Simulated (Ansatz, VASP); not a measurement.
## Al: VASP beside Ansatz

Contents of INCAR:

```
SYSTEM = Al
  PREC = Accurate
  ENCUT = 520
  EDIFF = 1E-7
  ISMEAR = 0
  SIGMA = 0.15
  LREAL = .False.
  LASPH = .True.
  NELM = 100
  ALGO = Fast
  ISIF = 2
  LWAVE = .False.
  LCHARG = .False.
  GGA = PS
  IVDW = 12
  NBANDS = 14
```

Contents of KPOINTS:

```
regular mesh
0
Gamma
  18 18 6
  0 0 0
```

Contents of POSCAR:

```
Al
1.0
    2.7606208925      0.0000000000      0.0000000000
   -1.3803104462      2.3907678232      0.0000000000
    0.0000000000      0.0000000000      8.7042376741
Al
4
Direct
    0.0000000000      0.0000000000      0.0000000000
    0.3333333333      0.6666666667      0.2500000000
    0.0000000000      0.0000000000      0.5000000000
    0.6666666667      0.3333333333      0.7500000000
```

Input for Ansatz:

```yaml
crystal:
  lattice:
    - [2.7606208925, 0.0, 0.0]
    - [-1.3803104462, 2.3907678232, 0.0]
    - [0.0, 0.0, 8.7042376741]
  atoms:
    - { symbol: Al, position: [0.0, 0.0, 0.0] }
    - { symbol: Al, position: [0.3333333333, 0.6666666667, 0.25] }
    - { symbol: Al, position: [0.0, 0.0, 0.5] }
    - { symbol: Al, position: [0.6666666667, 0.3333333333, 0.75] }
basis:
  ecutwfc: 420
kpoints:
  mp_grid: { grid: [18, 18, 6] }
hamiltonian:
  xc: pbesol
  pseudopotentials: { kind: paw, azcp: { folder: soft_1 } }
  dispersion: d3bj
scf:
  occupations: { method: gaussian, width: 0.15 }
output:
  forces: true
  stress: true
  eigenvalues: true
```

Alike in both runs: task single point; functional PBEsol; dispersion D3(BJ); k mesh 18 × 18 × 6; occupations gaussian, width 0.15 eV; no spin polarisation.

```csv
,VASP,Ansatz
version,VASP 6.6.1,Ansatz 0.2.0
potentials or method,"VASP PAW PBE potentials, release 64 (Al), cutoff 520 eV","scalar-relativistic, plane waves, PAW"
valence electrons in the cell,12,12
```

|  | VASP | Ansatz | Ansatz less VASP |
| --- | --- | --- | --- |
| gap on the k mesh at the Fermi level (eV) | none | none | - |
| pressure (GPa) | 9.3 | 9.1 | -0.16 |
| traceless stress, the component that is largest in VASP (GPa) | 3.65 | 3.63 | -0.024 |

VASP's potentials were made for PBE, not for PBEsol, and Ansatz warns of the same on its side. A gap of «none» marks a metal or a gap that the smearing closes.
